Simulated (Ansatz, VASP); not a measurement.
# Two plane-wave programs on TiO

The input INCAR:

```
SYSTEM = TiO
PREC = Accurate ; ENCUT = 520
EDIFF = 1E-6 ; ISMEAR = 1
SIGMA = 0.1 ; LREAL = .False.
LASPH = .True. ; NELM = 60
ALGO = Normal ; ISIF = 2
LWAVE = .False. ; LCHARG = .False.
GGA = PS ; NBANDS = 16
```

KPOINTS

```
Automatic mesh
0
Gamma
  18 18 14
  0 0 0
```

POSCAR

```
TiO
1.0
    3.0309987015      0.0000000000      0.0000000000
   -1.5154993507      2.6249218743      0.0000000000
    0.0000000000      0.0000000000      3.2377000000
Ti O
1 1
Direct
    0.6666666667      0.3333333333      0.0000000000
    0.0000000000      0.0000000000      0.5000000000
```

Input for Ansatz:

```yaml
crystal:
  lattice:
    - [3.0309987015, 0.0, 0.0]
    - [-1.5154993507, 2.6249218743, 0.0]
    - [0.0, 0.0, 3.2377]
  atoms:
    - { symbol: Ti, position: [0.6666666667, 0.3333333333, 0.0] }
    - { symbol: O, position: [0.0, 0.0, 0.5] }
basis:
  ecutwfc: 420
kpoints:
  mp_grid: { grid: [18, 18, 14] }
hamiltonian:
  xc: pbesol
scf:
  occupations: { method: methfessel_paxton, width: 0.1 }
output:
  forces: true
  stress: true
  eigenvalues: true
```

Alike in both runs: task single point; functional PBEsol; k mesh 18 × 18 × 14; occupations methfessel-paxton of order 1, width 0.1 eV; no spin polarisation.

```csv
,VASP,Ansatz
version,VASP 6.6.1,Ansatz 0.2.0
potentials or method,"VASP PAW PBE potentials, release 64 (Ti_sv, O), cutoff 520 eV","scalar-relativistic, plane waves, PAW"
valence electrons in the cell,18,18
```

```csv
,VASP,Ansatz,Ansatz less VASP
gap on the k mesh at the Fermi level (eV),0.02,0.02,0.000
least direct gap on the mesh (eV),0.02,0.02,0.000
```

VASP's potentials were made for PBE, not for PBEsol.
